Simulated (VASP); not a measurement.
# Ru (P6_3/mmc) in VASP: single point with PBEsol

Aim: the single point of Ru with PBEsol.

All numbers are computed with VASP 6.6.1; they aren't measurements. Logs are shortened: lines on timing, memory, paths and dates and some standing lists are left out, and cuts for length are marked.

## (1) The cell of the first run

Symmetry: P6_3/mmc, No. 194, hexagonal system. Conventional cell: a = 2.272 Å, b = 2.272 Å, c = 3.646 Å, α = 90.00°, β = 90.00°, γ = 120.00°. Ru (site symmetry -6m2) has 12 Ru at 2.25 to 2.27 Å within 3.0 Å.

## (2) Single point, PBEsol

The input, INCAR:

```
SYSTEM = Ru
  ALGO = Normal
  EDIFF = 1E-6
  ENCUT = 560
  GGA = PS
  GGA_COMPAT = .False.
  ISIF = 2
  ISMEAR = -1
  LASPH = .True.
  LCHARG = .False.
  LREAL = .False.
  LWAVE = .False.
  NBANDS = 23
  NELM = 120
  PREC = Accurate
  SIGMA = 0.1
```

The input, KPOINTS:

```
k-points
0
Gamma
  20 20 11
  0 0 0
```

The input, POSCAR:

```
Ru
1.0
    2.2716520748      0.0000000000      0.0000000000
   -1.1358260374      1.9673084054      0.0000000000
    0.0000000000      0.0000000000      3.6464292605
Ru
2
Direct
    0.3333333333      0.6666666667      0.2500000000
    0.6666666667      0.3333333333      0.7500000000
```

Potentials or basis: VASP PAW PBE potentials, release 64 (Ru_sv).

On the command line:

```bash
cat potpaw_PBE.64/Ru_sv/POTCAR > POTCAR
mpirun -np 1 vasp_std > vasp.out
```

OUTCAR:

```text
SYSTEM = Ru
   EDIFF = 1E-6
   ENCUT = 560
   GGA = PS
   ISIF = 2
   ISMEAR = -1
   LASPH = .True.
   LREAL = .False.
   NELM = 120
   PREC = Accurate

 ion  position               nearest neighbor table
   1  0.333  0.667  0.250-   2 2.25   2 2.25   2 2.25   2 2.25   2 2.25   2 2.25
   2  0.667  0.333  0.750-   1 2.25   1 2.25   1 2.25   1 2.25   1 2.25   1 2.25

  LATTYP: Found a hexagonal cell.
 ALAT       =     2.2716520748
 C/A-ratio  =     1.6051882685

  Lattice vectors:

 A1 = (   2.2716520748,   0.0000000000,   0.0000000000)
 A2 = (  -1.1358260374,   1.9673084054,   0.0000000000)
 A3 = (   0.0000000000,   0.0000000000,   3.6464292605)

Analysis of symmetry for initial positions (statically):
=====================================================================
 Subroutine PRICEL returns:
 Original cell was already a primitive cell.

 Routine SETGRP: Setting up the symmetry group for a
 hexagonal supercell.

 Subroutine GETGRP returns: Found 24 space group operations
 (whereof 12 operations were pure point group operations)
 out of a pool of 24 trial point group operations.

The static configuration has the point symmetry D_3d.
 The point group associated with its full space group is D_6h.

Analysis of symmetry for dynamics (positions and initial velocities):
=====================================================================
 Subroutine PRICEL returns:
 Original cell was already a primitive cell.

 Routine SETGRP: Setting up the symmetry group for a
 hexagonal supercell.

 Subroutine GETGRP returns: Found 24 space group operations
 (whereof 12 operations were pure point group operations)
 out of a pool of 24 trial point group operations.

The dynamic configuration has the point symmetry D_3d.
 The point group associated with its full space group is D_6h.

 Subroutine INISYM returns: Found 24 space group operations
 (whereof 12 operations are pure point group operations),
 and found     1 'primitive' translations

----------------------------------------------------------------------------------------

                                     Primitive cell

  volume of cell :      16.2960

  direct lattice vectors                    reciprocal lattice vectors
     2.271652075  0.000000000  0.000000000     0.440208257  0.254154356  0.000000000
    -1.135826037  1.967308405  0.000000000     0.000000000  0.508308711  0.000000000
     0.000000000  0.000000000  3.646429261     0.000000000  0.000000000  0.274240888

  length of vectors
     2.271652075  2.271652075  3.646429261     0.508308711  0.508308711  0.274240888

  position of ions in fractional coordinates (direct lattice)
     0.333333333  0.666666667  0.250000000
     0.666666667  0.333333333  0.750000000

  ion indices of the primitive-cell ions
   primitive index   ion index
                 1           1
                 2           2

----------------------------------------------------------------------------------------

 KPOINTS: k-points

Automatic generation of k-mesh.
 Grid dimensions read from file:
 generate k-points for:   20   20   11

 Generating k-lattice:

  Cartesian coordinates                     Fractional coordinates (reciprocal lattice)
     0.022010413  0.012707718  0.000000000     0.050000000  0.000000000  0.000000000
     0.000000000  0.025415436  0.000000000     0.000000000  0.050000000  0.000000000
     0.000000000  0.000000000  0.024930990     0.000000000  0.000000000  0.090909091

  Length of vectors
     0.025415436  0.025415436  0.024930990

  Shift w.r.t. Gamma in fractional coordinates (k-lattice)
     0.000000000  0.000000000  0.000000000

 Subroutine IBZKPT returns following result:
 ===========================================

 Found    264 irreducible k-points:

 Following reciprocal coordinates:
            Coordinates               Weight
  0.000000  0.000000  0.000000      1.000000
  0.050000 -0.000000  0.000000      6.000000
  0.100000 -0.000000  0.000000      6.000000
  0.150000  0.000000  0.000000      6.000000
  0.200000 -0.000000  0.000000      6.000000
  0.250000 -0.000000  0.000000      6.000000
[... 16 lines left out ...]
  0.200000  0.100000  0.000000     12.000000
  0.250000  0.100000  0.000000     12.000000
 [... further k-points ...]
   k-points           NKPTS =    264   k-points in BZ     NKDIM =    264   number of bands    NBANDS=     23
   number of dos      NEDOS =    301   number of ions     NIONS =      2
   total plane-waves  NPLWV =   9072
   dimension x,y,z NGX =    18 NGY =   18 NGZ =   28
   dimension x,y,z NGXF=    36 NGYF=   36 NGZF=   56
   ions per type =               2
   NGX,Y,Z   is equivalent  to a cutoff of  13.17, 13.17, 12.77 a.u.
   NGXF,Y,Z  is equivalent  to a cutoff of  26.35, 26.35, 25.53 a.u.
 SYSTEM =  Ru
   PREC   = accura    normal or accurate (medium, high low for compatibility)
   ISTART =      0    job   : 0-new  1-cont  2-samecut
   ICHARG =      2    charge: 1-file 2-atom 10-const
   ISPIN  =      1    spin polarized calculation?
   LNONCOLLINEAR =      F non collinear calculations
   LSORBIT =      F    spin-orbit coupling
   LASPH  =      T    aspherical Exc in radial PAW
   ENCUT  =  560.0 eV  41.16 Ry    6.42 a.u.   4.38  4.38  7.04*2*pi/ulx,y,z
   NELM   =    120;   NELMIN=  2; NELMDL= -5     # of ELM steps
   EDIFF  = 0.1E-05   stopping-criterion for ELM
   LREAL  =      F    real-space projection
   EDIFFG = 0.1E-04   stopping-criterion for IOM
   NSW    =      0    number of steps for IOM
   IBRION =     -1    ionic relax: 0-MD 1-quasi-New 2-CG
   NFREE  =      0    steps in history (QN), initial steepest desc. (CG)
   ISIF   =      2    stress and relaxation
   ISYM   =      2    0-nonsym 1-usesym 2-fastsym
   POTIM  = 0.5000    time-step for ionic-motion
   TEBEG  =    0.0;   TEEND  =   0.0 temperature during run
   PSTRESS=    0.0 pullay stress
   NELECT =      32.0000    total number of electrons
   NUPDOWN=      -1.0000    fix difference up-down
   EMIN   =  10.00;   EMAX   =-10.00  energy-range for DOS
   EFERMI =   0.00;   METHOD = LEGACY
   ISMEAR =    -1;   SIGMA  =   0.10  broadening in eV -4-tet -1-fermi 0-gaus
   EFERMI_NEDOS =   21; number of points for ismear=-14 and -15
   IALGO  =     38    algorithm
   IMIX   =      4    mixing-type and parameters
     AMIX     =   0.40;   BMIX     =  1.00
     AMIX_MAG =   1.60;   BMIX_MAG =  1.00
  volume/ion in A,a.u.               =       8.15        54.99
  Fermi-wavevector in a.u.,A,eV,Ry     =   2.050049  3.874030 57.181190  4.202699
  Thomas-Fermi vector in A             =   3.053064
   LORBIT       =      0    0 simple, 1 ext, 2 COOP (PROOUT), +10 PAW based schemes
   GGA     = PS    functional components
   LHFCALC =     F    Hartree Fock is set to
   AEXX    =    0.0000 exact exchange contribution
   IVDW    =     0    specifies the selected vdW correction
   LEPSILON=     F    determine dielectric tensor
   LRPA    =     F    only Hartree local field effects (RPA)
 non-spin polarized calculation
  energy-cutoff  :      560.00
  volume of cell :       16.30
 maximum number of plane-waves:       513
 NGX is ok and might be reduce to    18
   NGX =  9   NGY =  9   NGZ = 15

 number of electron      31.9999988 magnetization

 Free energy of the ion-electron system (eV)
  ---------------------------------------------------
  ext. energy  EPLUGINS =         0.00000000
  ---------------------------------------------------
  free energy    TOTEN  =        -9.68624291 eV

  energy without entropy =       -9.65821440  energy(sigma->0) =       -9.67222866

 E-fermi :  28.4603     XC(G=0): -17.8795

 val. band max:       28.4460967252   @ k =   0.1500   0.1500   0.2727
 cond. band min:      28.4611255944   @ k =   0.4000   0.0500   0.1818
 fundamental gap:      0.0150288692
 Fermi energy:        28.4602952537

 k-point     1 :       0.0000    0.0000    0.0000
  band No.  band energies     occupation
      1     -47.0404      2.00000
      2     -45.6524      2.00000
      3     -19.1366      2.00000
      4     -14.7643      2.00000
      5     -14.7643      2.00000
      6     -14.0814      2.00000
[... 15 lines left out ...]
     22      44.2680      0.00000
     23      44.5977      0.00000

 k-point     2 :       0.0500   -0.0000    0.0000
  band No.  band energies     occupation
      1     -47.0149      2.00000
      2     -45.6401      2.00000
      3     -19.0997      2.00000
      4     -14.8677      2.00000
      5     -14.7973      2.00000
      6     -14.1816      2.00000
[... 15 lines left out ...]
     22      44.5329      0.00000
     23      44.8365      0.00000

 k-point     3 :       0.1000   -0.0000    0.0000
  band No.  band energies     occupation
      1     -46.9399      2.00000
      2     -45.6046      2.00000
      3     -18.9904      2.00000
      4     -15.1643      2.00000
      5     -14.8903      2.00000
      6     -14.4675      2.00000
[... 15 lines left out ...]
     22      45.1759      0.00000
     23      45.4857      0.00000

 k-point     4 :       0.1500    0.0000    0.0000
  band No.  band energies     occupation
      1     -46.8202      2.00000
      2     -45.5506      2.00000
      3     -18.8129      2.00000
      4     -15.6166      2.00000
      5     -15.0288      2.00000
      6     -14.8997      2.00000
[... 15 lines left out ...]
     22      45.7252      0.00000
     23      46.2356      0.00000

 k-point     5 :       0.2000   -0.0000    0.0000
  band No.  band energies     occupation
      1     -46.6636      2.00000
      2     -45.4852      2.00000
      3     -18.5744      2.00000
      4     -16.1709      2.00000
      5     -15.4242      2.00000
      6     -15.1947      2.00000
[... 434 lines left out ...]
 k-point    22 :       0.1500    0.1000    0.0000
  band No.  band energies     occupation
      1     -46.5997      2.00000
      2     -45.4601      2.00000
      3     -18.4749      2.00000
      4     -16.2225      2.00000
      5     -15.8674      2.00000
      6     -15.0747      2.00000
[... 15 lines left out ...]
     22      47.0840      0.00000
     23      47.8036      0.00000

 k-point    23 :       0.2000    0.1000    0.0000
  band No.  band energies     occupation
      1     -46.4228      2.00000
      2     -45.3978      2.00000
      3     -18.1911      2.00000
      4     -16.7611      2.00000
      5     -16.2962      2.00000
      6     -15.3363      2.00000
[... 15 lines left out ...]
     22      45.9542      0.00000
     23      48.8726      0.00000

 k-point    24 :       0.2500    0.1000    0.0000
  band No.  band energies     occupation
      1     -46.2336      2.00000
      2     -45.3436      2.00000
      3     -17.8716      2.00000
      4     -17.3029      2.00000
      5     -16.7001      2.00000
      6     -15.5927      2.00000
[... 15 lines left out ...]
     22      44.9047      0.00000
     23      48.0257      0.00000

 [... further k-points ...]

------------------------ aborting loop because EDIFF is reached ----------------------------------------

  FORCE on cell =-STRESS in cart. coord.  units (eV):
  Direction    XX          YY          ZZ          XY          YZ          ZX
  --------------------------------------------------------------------------------------
  -------------------------------------------------------------------------------------
  Total       52.8037384     52.8037384     52.7731577     -0.0000000      0.0000000      0.0000000
  in kB     5191.5040503   5191.5040506   5188.4974473     -0.0000000      0.0000000      0.0000000
  external PRESSURE =    5190.5018494 kB  Pullay stress =       0.0000000 kB

 VOLUME and BASIS-vectors are now :
 -----------------------------------------------------------------------------
  energy-cutoff  :      560.00
  volume of cell :       16.30
      direct lattice vectors                 reciprocal lattice vectors
     2.271652075  0.000000000  0.000000000     0.440208257  0.254154356  0.000000000
    -1.135826037  1.967308405  0.000000000     0.000000000  0.508308711  0.000000000
     0.000000000  0.000000000  3.646429261     0.000000000  0.000000000  0.274240888

 POSITION                                       TOTAL-FORCE (eV/Angst)
 -----------------------------------------------------------------------------------
     -0.00000      1.31154      0.91161         0.000000     -0.000000      0.000000
      1.13583      0.65577      2.73482        -0.000000      0.000000      0.000000
 -----------------------------------------------------------------------------------
    total drift:                                0.000000     -0.000000      0.000000

  FREE ENERGIE OF THE ION-ELECTRON SYSTEM (eV)
  ---------------------------------------------------
  free  energy   TOTEN  =        -9.6862429082 eV

  energy  without entropy=       -9.6582144026  energy(sigma->0) =       -9.67222866
```

Wall time 67 s (1 thread of Intel Xeon 6975P-C (Granite Rapids), shared host); peak memory 0.19 GiB.

What came out:

- Free energy: -9.6862 eV
- Pressure: 519.1 GPa
- Band gap on the k mesh: zero (bands 16 and 17 overlap by 7.10 eV)

Stress tensor (GPa, compression positive):
```
519.15   0.00   0.00
  0.00 519.15   0.00
  0.00   0.00 518.85
```

Levels at points of the mesh, in eV from the Fermi level:
```
           k point  band 13  band 14  band 15  band 16  band 17  band 18  band 19  band 20
(0.00, 0.00, 0.00)    -5.60    -4.30    -4.30    -2.96    -2.96     2.11     2.11     3.02
(0.50, 0.00, 0.00)    -3.98    -2.94    -2.01     3.26     4.09     4.16     8.41    11.47
```

Caveat: the cell stands under pressure; the PAW data sets were made with another functional, which shifts forces and pressure a little.
